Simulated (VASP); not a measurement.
# Re (I4/mmm) in VASP: further runs, part 2 of 2

VASP 6.6.1. Earlier steps stand in the parts before.

### 3 Single point, PBE (15.97 Å³/atom)

This run uses another cell than the first one, of 15.97 Å³/atom.

INCAR reads:

```
SYSTEM = Re
  PREC = Accurate
  ENCUT = 560
  EDIFF = 1E-6
  ISMEAR = 0
  SIGMA = 0.15
  LREAL = .FALSE.
  LASPH = .TRUE.
  NELM = 120
  ALGO = Normal
  ISIF = 2
  LWAVE = .FALSE.
  LCHARG = .FALSE.
  GGA = PE
  NBANDS = 14
  GGA_COMPAT = .FALSE.
```

KPOINTS reads:

```
Automatic mesh
0
G
  10 10 10
  0 0 0
```

POSCAR reads:

```
Re
1.0
    0.0000000000      2.2927551024      1.5187209798
    2.2927551024      0.0000000000      1.5187209798
    2.2927551024      2.2927551024      0.0000000000
Re
1
Direct
    0.0000000000      0.0000000000      0.0000000000
```

Potentials or basis: VASP PAW PBE potentials, release 64 (Re_sv_GW).

The run is started by

```
$ cat potpaw_PBE.64/Re_sv_GW/POTCAR > POTCAR
$ mpirun -np 1 vasp_std > vasp.out
```

OUTCAR:

```text
SYSTEM = Re
   PREC = Accurate
   ENCUT = 560
   EDIFF = 1E-6
   ISMEAR = 0
   LREAL = .FALSE.
   LASPH = .TRUE.
   NELM = 120
   ISIF = 2
   GGA = PE

 ion  position               nearest neighbor table
   1  0.000  0.000  0.000-

  LATTYP: Found a body centered tetragonal cell.
 ALAT       =     3.2424453610
 C/A-ratio  =     0.9367750637

  Lattice vectors:

 A1 = (   0.0000000000,  -2.2927551024,  -1.5187209798)
 A2 = (   0.0000000000,   2.2927551024,  -1.5187209798)
 A3 = (   2.2927551024,   0.0000000000,   1.5187209798)

Analysis of symmetry for initial positions (statically):
=====================================================================
 Subroutine PRICEL returns:
 Original cell was already a primitive cell.

 Routine SETGRP: Setting up the symmetry group for a
 body centered tetragonal supercell.

 Subroutine GETGRP returns: Found 16 space group operations
 (whereof 16 operations were pure point group operations)
 out of a pool of 16 trial point group operations.

The static configuration has the point symmetry D_4h.

Analysis of symmetry for dynamics (positions and initial velocities):
=====================================================================
 Subroutine PRICEL returns:
 Original cell was already a primitive cell.

 Routine SETGRP: Setting up the symmetry group for a
 body centered tetragonal supercell.

 Subroutine GETGRP returns: Found 16 space group operations
 (whereof 16 operations were pure point group operations)
 out of a pool of 16 trial point group operations.

The dynamic configuration has the point symmetry D_4h.

 Subroutine INISYM returns: Found 16 space group operations
 (whereof 16 operations are pure point group operations),
 and found     1 'primitive' translations

----------------------------------------------------------------------------------------

                                     Primitive cell

  volume of cell :      15.9670

  direct lattice vectors                    reciprocal lattice vectors
     0.000000000  2.292755102  1.518720980    -0.218078241  0.218078241  0.329224398
     2.292755102  0.000000000  1.518720980     0.218078241 -0.218078241  0.329224398
     2.292755102  2.292755102  0.000000000     0.218078241  0.218078241 -0.329224398

  length of vectors
     2.750134428  2.750134428  3.242445361     0.451115221  0.451115221  0.451115221

  position of ions in fractional coordinates (direct lattice)
     0.000000000  0.000000000  0.000000000

  ion indices of the primitive-cell ions
   primitive index   ion index
                 1           1

----------------------------------------------------------------------------------------

 KPOINTS: Automatic mesh

Automatic generation of k-mesh.
 Grid dimensions read from file:
 generate k-points for:   10   10   10

 Generating k-lattice:

  Cartesian coordinates                     Fractional coordinates (reciprocal lattice)
    -0.021807824  0.021807824  0.032922440     0.100000000 -0.000000000  0.000000000
     0.021807824 -0.021807824  0.032922440    -0.000000000  0.100000000  0.000000000
     0.021807824  0.021807824 -0.032922440     0.000000000  0.000000000  0.100000000

  Length of vectors
     0.045111522  0.045111522  0.045111522

  Shift w.r.t. Gamma in fractional coordinates (k-lattice)
     0.000000000  0.000000000  0.000000000

 Subroutine IBZKPT returns following result:
 ===========================================

 Found    102 irreducible k-points:

 Following reciprocal coordinates:
            Coordinates               Weight
  0.000000  0.000000  0.000000      1.000000
  0.100000 -0.000000  0.000000      8.000000
  0.200000 -0.000000  0.000000      8.000000
  0.300000 -0.000000  0.000000      8.000000
  0.400000 -0.000000  0.000000      8.000000
  0.500000 -0.000000  0.000000      4.000000
[... 16 lines left out ...]
  0.300000  0.300000  0.000000      2.000000
  0.400000  0.300000  0.000000      8.000000
 [... further k-points ...]
   k-points           NKPTS =    102   k-points in BZ     NKDIM =    102   number of bands    NBANDS=     14
   number of dos      NEDOS =    301   number of ions     NIONS =      1
   total plane-waves  NPLWV =  16128
   dimension x,y,z NGX =    24 NGY =   24 NGZ =   28
   dimension x,y,z NGXF=    48 NGYF=   48 NGZF=   56
   ions per type =               1
   NGX,Y,Z   is equivalent  to a cutoff of  14.51, 14.51, 14.36 a.u.
   NGXF,Y,Z  is equivalent  to a cutoff of  29.02, 29.02, 28.71 a.u.
 SYSTEM =  Re
   PREC   = accura    normal or accurate (medium, high low for compatibility)
   ISTART =      0    job   : 0-new  1-cont  2-samecut
   ICHARG =      2    charge: 1-file 2-atom 10-const
   ISPIN  =      1    spin polarized calculation?
   LNONCOLLINEAR =      F non collinear calculations
   LSORBIT =      F    spin-orbit coupling
   LASPH  =      T    aspherical Exc in radial PAW
   ENCUT  =  560.0 eV  41.16 Ry    6.42 a.u.   5.31  5.31  6.26*2*pi/ulx,y,z
   NELM   =    120;   NELMIN=  2; NELMDL= -5     # of ELM steps
   EDIFF  = 0.1E-05   stopping-criterion for ELM
   LREAL  =      F    real-space projection
   EDIFFG = 0.1E-04   stopping-criterion for IOM
   NSW    =      0    number of steps for IOM
   IBRION =     -1    ionic relax: 0-MD 1-quasi-New 2-CG
   NFREE  =      0    steps in history (QN), initial steepest desc. (CG)
   ISIF   =      2    stress and relaxation
   ISYM   =      2    0-nonsym 1-usesym 2-fastsym
   POTIM  = 0.5000    time-step for ionic-motion
   TEBEG  =    0.0;   TEEND  =   0.0 temperature during run
   PSTRESS=    0.0 pullay stress
   NELECT =      15.0000    total number of electrons
   NUPDOWN=      -1.0000    fix difference up-down
   EMIN   =  10.00;   EMAX   =-10.00  energy-range for DOS
   EFERMI =   0.00;   METHOD = LEGACY
   ISMEAR =     0;   SIGMA  =   0.15  broadening in eV -4-tet -1-fermi 0-gaus
   EFERMI_NEDOS =   21; number of points for ismear=-14 and -15
   IALGO  =     38    algorithm
   IMIX   =      4    mixing-type and parameters
     AMIX     =   0.40;   BMIX     =  1.00
     AMIX_MAG =   1.60;   BMIX_MAG =  1.00
  volume/ion in A,a.u.               =      15.97       107.75
  Fermi-wavevector in a.u.,A,eV,Ry     =   1.603359  3.029909 34.977320  2.570760
  Thomas-Fermi vector in A             =   2.700034
   LORBIT       =      0    0 simple, 1 ext, 2 COOP (PROOUT), +10 PAW based schemes
   GGA     = PE    functional components
   LHFCALC =     F    Hartree Fock is set to
   AEXX    =    0.0000 exact exchange contribution
   IVDW    =     0    specifies the selected vdW correction
   LEPSILON=     F    determine dielectric tensor
   LRPA    =     F    only Hartree local field effects (RPA)
 non-spin polarized calculation
 Gauss-broadening in eV      SIGMA  =   0.15
  energy-cutoff  :      560.00
  volume of cell :       15.97
 maximum number of plane-waves:       489
 NGX is ok and might be reduce to    24
   NGX = 11   NGY = 11   NGZ = 13

 number of electron      14.9999999 magnetization

 Free energy of the ion-electron system (eV)
  ---------------------------------------------------
  ext. energy  EPLUGINS =         0.00000000
  ---------------------------------------------------
  free energy    TOTEN  =       -13.70827887 eV

  energy without entropy =      -13.69654434  energy(sigma->0) =      -13.70241161

 E-fermi :  12.4759     XC(G=0): -13.7409

 val. band max:       12.4696779100   @ k =   0.4000  -0.0000   0.2000
 cond. band min:      12.5087507574   @ k =   0.5000  -0.0000   0.4000
 fundamental gap:      0.0390728474
 Fermi energy:        12.4758664748

 k-point     1 :       0.0000    0.0000    0.0000
  band No.  band energies     occupation
      1     -68.2620      2.00000
      2     -29.6109      2.00000
      3     -29.6109      2.00000
      4     -29.5000      2.00000
      5       2.3927      2.00000
      6       9.6056      2.00000
      7      10.4369      2.00000
      8      10.4369      2.00000
      9      12.7473      0.01051
     10      13.7047      0.00000
     11      26.7438      0.00000
     12      26.7438      0.00000
     13      28.0007      0.00000
     14      37.9680      0.00000
[... 375 lines left out ...]
 k-point    24 :       0.4000    0.3000    0.0000
  band No.  band energies     occupation
      1     -68.1365      2.00000
      2     -30.2449      2.00000
      3     -30.1422      2.00000
      4     -30.0197      2.00000
      5       7.2597      2.00000
      6       7.6971      2.00000
      7      11.5100      2.00000
      8      11.9162      2.00000
      9      14.8059      0.00000
     10      17.2110      0.00000
     11      23.8375      0.00000
     12      25.2075      0.00000
     13      28.6489      0.00000
     14      31.6245      0.00000

 [... further k-points ...]

------------------------ aborting loop because EDIFF is reached ----------------------------------------

  FORCE on cell =-STRESS in cart. coord.  units (eV):
  Direction    XX          YY          ZZ          XY          YZ          ZX
  --------------------------------------------------------------------------------------
  -------------------------------------------------------------------------------------
  Total       -1.8664306     -1.8664306     -1.8971568      0.0000000     -0.0000000      0.0000000
  in kB     -187.2833220   -187.2833220   -190.3664854      0.0000000     -0.0000000      0.0000000
  external PRESSURE =    -188.3110431 kB  Pullay stress =       0.0000000 kB

 VOLUME and BASIS-vectors are now :
 -----------------------------------------------------------------------------
  energy-cutoff  :      560.00
  volume of cell :       15.97
      direct lattice vectors                 reciprocal lattice vectors
     0.000000000  2.292755102  1.518720980    -0.218078241  0.218078241  0.329224398
     2.292755102  0.000000000  1.518720980     0.218078241 -0.218078241  0.329224398
     2.292755102  2.292755102  0.000000000     0.218078241  0.218078241 -0.329224398

 POSITION                                       TOTAL-FORCE (eV/Angst)
 -----------------------------------------------------------------------------------
      0.00000      0.00000      0.00000         0.000000     -0.000000     -0.000000
 -----------------------------------------------------------------------------------
    total drift:                               -0.000000      0.000000      0.000000

  FREE ENERGIE OF THE ION-ELECTRON SYSTEM (eV)
  ---------------------------------------------------
  free  energy   TOTEN  =       -13.7082788742 eV

  energy  without entropy=      -13.6965443410  energy(sigma->0) =      -13.70241161
```

OSZICAR:

```text
N       E                     dE             d eps       ncg     rms          rms(c)
DAV:   1     0.833138611334E+02    0.83314E+02   -0.98467E+03  2932   0.115E+03
DAV:   2    -0.130834864075E+02   -0.96397E+02   -0.91177E+02  3666   0.309E+02
DAV:   3    -0.149010011188E+02   -0.18175E+01   -0.18090E+01  3216   0.380E+01
DAV:   4    -0.149047483694E+02   -0.37473E-02   -0.37471E-02  3468   0.228E+00
DAV:   5    -0.149047626817E+02   -0.14312E-04   -0.14312E-04  3240   0.120E-01    0.991E+01
DAV:   6    -0.138735064953E+02    0.10313E+01   -0.10367E+00  2934   0.996E+00    0.569E+01
DAV:   7    -0.137419171567E+02    0.13159E+00   -0.70479E-01  3186   0.788E+00    0.151E+01
DAV:   8    -0.137085022979E+02    0.33415E-01   -0.98144E-02  2922   0.315E+00    0.967E-01
DAV:   9    -0.137082682916E+02    0.23401E-03   -0.33311E-03  3156   0.750E-01    0.118E+00
DAV:  10    -0.137082737720E+02   -0.54804E-05   -0.44035E-05  3402   0.681E-02    0.513E-01
DAV:  11    -0.137082793069E+02   -0.55349E-05   -0.37877E-06  3120   0.207E-02    0.158E-01
DAV:  12    -0.137082788742E+02    0.43266E-06   -0.58379E-07  1614   0.786E-03
   1 F= -.13708279E+02 E0= -.13702412E+02  d E =-.117345E-01
```

stdout:

```text
POSCAR found type information on POSCAR Re
 POSCAR found :  1 types and       1 ions
 scaLAPACK will be used
 LDA part: xc-table for (Slater+PW92), standard interpolation
 POSCAR, INCAR and KPOINTS ok, starting setup
 FFT: planning ... GRIDC
 FFT: planning ... GRID_SOFT
 FFT: planning ... GRID
 WAVECAR not read
 entering main loop
```

It took 24 s on 1 thread of Intel Xeon Platinum 8259CL at 2.50GHz (Skylake/Cascade Lake), shared host; peak memory 0.16 GiB.

Results:

* Free energy: -13.7083 eV
* Pressure: -18.8 GPa
* Band gap on the k mesh: zero (an odd number of electrons rules out a gap without spin polarisation)

Stress tensor (GPa, compression positive):
```
-18.73   0.00   0.00
  0.00 -18.73   0.00
  0.00   0.00 -19.04
```

Caveat: the cell stands under tension; spin-orbit coupling is left out, which moves the levels of the heavy elements.

### 4 Single point, PBE (15.49 Å³/atom)

This run uses another cell than the first one, of 15.49 Å³/atom.

INCAR is that of step 3.

KPOINTS reads:

```
regular mesh
0
G
  10 10 10
  0 0 0
```

POSCAR reads:

```
Re
1.0
    0.0000000000      2.2695460176      1.5033472820
    2.2695460176      0.0000000000      1.5033472820
    2.2695460176      2.2695460176      0.0000000000
Re
1
Direct
    0.0000000000      0.0000000000      0.0000000000
```

Potentials or basis: VASP PAW PBE potentials, release 64 (Re_sv_GW).

The run is started by

```
$ cat potpaw_PBE.64/Re_sv_GW/POTCAR > POTCAR
$ mpirun -np 1 vasp_std > vasp.out
```

OUTCAR:

```text
SYSTEM = Re
   PREC = Accurate
   ENCUT = 560
   EDIFF = 1E-6
   ISMEAR = 0
   LREAL = .FALSE.
   LASPH = .TRUE.
   NELM = 120
   ISIF = 2
   GGA = PE

 ion  position               nearest neighbor table
   1  0.000  0.000  0.000-

  LATTYP: Found a body centered tetragonal cell.
 ALAT       =     3.2096227585
 C/A-ratio  =     0.9367750637

  Lattice vectors:

 A1 = (   0.0000000000,  -2.2695460176,  -1.5033472820)
 A2 = (   0.0000000000,   2.2695460176,  -1.5033472820)
 A3 = (   2.2695460176,   0.0000000000,   1.5033472820)

Analysis of symmetry for initial positions (statically):
=====================================================================
 Subroutine PRICEL returns:
 Original cell was already a primitive cell.

 Routine SETGRP: Setting up the symmetry group for a
 body centered tetragonal supercell.

 Subroutine GETGRP returns: Found 16 space group operations
 (whereof 16 operations were pure point group operations)
 out of a pool of 16 trial point group operations.

The static configuration has the point symmetry D_4h.

Analysis of symmetry for dynamics (positions and initial velocities):
[... 170 lines left out ...]
      4     -28.9502      2.00000
      5       2.6823      2.00000
      6      10.0060      2.00000
      7      10.8707      2.00000
      8      10.8707      2.00000
      9      13.2666      0.00932
     10      14.2754      0.00000
     11      27.2855      0.00000
     12      27.2855      0.00000
     13      28.5674      0.00000
     14      38.8778      0.00000
[... 377 lines left out ...]
      1     -67.6054      2.00000
      2     -29.7698      2.00000
      3     -29.6504      2.00000
      4     -29.5219      2.00000
      5       7.5419      2.00000
      6       8.0335      2.00000
      7      11.9881      2.00000
      8      12.4125      2.00000
      9      15.4316      0.00000
     10      17.9116      0.00000
     11      24.7499      0.00000
     12      26.1161      0.00000
     13      29.5991      0.00000
     14      32.6056      0.00000

 [... further k-points ...]

------------------------ aborting loop because EDIFF is reached ----------------------------------------

  FORCE on cell =-STRESS in cart. coord.  units (eV):
  Direction    XX          YY          ZZ          XY          YZ          ZX
  --------------------------------------------------------------------------------------
  -------------------------------------------------------------------------------------
  Total       -0.9658397     -0.9658397     -0.9488173      0.0000000      0.0000000      0.0000000
  in kB      -99.9190544    -99.9190544    -98.1580375      0.0000000      0.0000000      0.0000000
  external PRESSURE =     -99.3320488 kB  Pullay stress =       0.0000000 kB

 VOLUME and BASIS-vectors are now :
 -----------------------------------------------------------------------------
  energy-cutoff  :      560.00
  volume of cell :       15.49
      direct lattice vectors                 reciprocal lattice vectors
     0.000000000  2.269546018  1.503347282    -0.220308377  0.220308377  0.332591149
     2.269546018  0.000000000  1.503347282     0.220308377 -0.220308377  0.332591149
     2.269546018  2.269546018  0.000000000     0.220308377  0.220308377 -0.332591149

 POSITION                                       TOTAL-FORCE (eV/Angst)
 -----------------------------------------------------------------------------------
      0.00000      0.00000      0.00000         0.000000      0.000000      0.000000
 -----------------------------------------------------------------------------------
    total drift:                               -0.000000     -0.000000      0.000000

  FREE ENERGIE OF THE ION-ELECTRON SYSTEM (eV)
  ---------------------------------------------------
  free  energy   TOTEN  =       -13.7477866492 eV

  energy  without entropy=      -13.7367117319  energy(sigma->0) =      -13.74224919
```

It took 25 s on 1 thread of Intel Xeon Platinum 8259CL at 2.50GHz (Skylake/Cascade Lake), shared host; peak memory 0.17 GiB.

Results:

```yaml
Free_energy: -13.7478 eV
Pressure: -9.9 GPa
Band_gap_on_the_k_mesh: zero (an odd number of electrons rules out a gap without spin polarisation)
```

Levels at points of the mesh, in eV from the Fermi level:
```tsv
k point	band 4	band 5	band 6	band 7	band 8	band 9	band 10	band 11	band 12	band 13
(0.00, 0.00, 0.00)	-41.94	-10.31	-2.98	-2.12	-2.12	0.28	1.28	14.29	14.29	15.58
(0.50, 0.00, 0.00)	-42.03	-7.02	-4.82	0.18	0.72	2.08	4.26	9.64	11.34	15.64
(0.50, 0.50, 0.00)	-42.58	-6.68	-6.47	3.35	3.35	3.56	7.03	7.03	8.89	15.06
(0.50, 0.00, 0.50)	-42.03	-7.04	-3.96	-0.36	0.00	1.16	4.17	9.07	11.77	17.19
```

Caveat: the cell stands under tension; spin-orbit coupling is left out, which moves the levels of the heavy elements.

### 5 Overview

```csv
cell,gap on the mesh (eV),pressure (GPa)
"a = 2.736, b = 2.736, c = 3.226 Å, angles 53.9, 53.9, 72.2°, 1 atom",none,-14.6
"a = 2.750, b = 2.750, c = 3.242 Å, angles 53.9, 53.9, 72.2°, 1 atom",none,-18.8
"a = 2.722, b = 2.722, c = 3.210 Å, angles 53.9, 53.9, 72.2°, 1 atom",none,-9.9
```

Alike in all rows: task single point; level PBE; potentials or basis VASP PAW PBE potentials, release 64 (Re_sv_GW); no spin polarisation; k mesh 10 × 10 × 10; cutoff (eV) 560; smearing gaussian 0.15 eV.

Caveats: the cell stands under tension; spin-orbit coupling is left out, which moves the levels of the heavy elements.

Total energies depend on the potentials used, so only differences within one code and one set of settings carry meaning.

The gap in the log of VASP goes by the Fermi energy; the results here count the filled bands.